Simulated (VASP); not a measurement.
Write the native input for VASP 6.6.1 that does the following.

- Task: single point
- Functional: PBE
- Potentials or basis: VASP PAW PBE potentials, release 64 (C)
- Cutoff: 520 eV
- k mesh: 12 × 12 × 12
- Occupations: gaussian, width 0.05 eV
- Spin: no spin polarisation
- Dipole correction: no
- Further INCAR settings: ALGO = Normal; EDIFF = 1e-06; NBANDS = 31

The structure of C lies in POSCAR:

```
C
1.0
    1.2850000000      0.7418950959      9.5376666667
   -1.2850000000      0.7418950959      9.5376666667
    0.0000000000     -1.4837901918      9.5376666667
C
10
Direct
    0.0248257000      0.0248257000      0.0248257000
    0.9751743000      0.9751743000      0.9751743000
    0.1086810650      0.1086810650      0.1086810650
    0.8913189350      0.8913189350      0.8913189350
    0.1583663742      0.1583663742      0.1583663742
    0.8416336258      0.8416336258      0.8416336258
    0.3748589682      0.3748589682      0.3748589682
    0.6251410318      0.6251410318      0.6251410318
    0.4253192967      0.4253192967      0.4253192967
    0.5746807033      0.5746807033      0.5746807033
```

These files were run (other wordings do the same):

INCAR

```
PREC = Accurate
ENCUT = 520
EDIFF = 1E-6
ISMEAR = 0
SIGMA = 0.05
LREAL = F
LASPH = T
NELM = 100
ALGO = Normal
ISIF = 2
LWAVE = F
LCHARG = F
GGA = PE
NBANDS = 31
```

KPOINTS

```
regular mesh
0
Gamma
  12 12 12
```

Potentials or basis: VASP PAW PBE potentials, release 64 (C).

Command:

```console
$ cat potpaw_PBE.64/C/POTCAR > POTCAR
$ mpirun -np 1 vasp_std > vasp.out
```

Results of the run:

```json
{
 "Pressure": "28.7 GPa",
 "Largest force": "1.398 eV/Å",
 "Band gap on the k mesh": "3.17 eV (least direct gap 4.16 eV)"
}
```

Caveat: the cell stands under pressure; forces of over 1 eV/Å act on the atoms, so gaps and moduli don't describe the material at rest.

Run time: 59 min on 1 thread of Intel(R) Xeon(R) Platinum 8488C (Sapphire Rapids), on a shared host, peak memory 0.81 GiB.
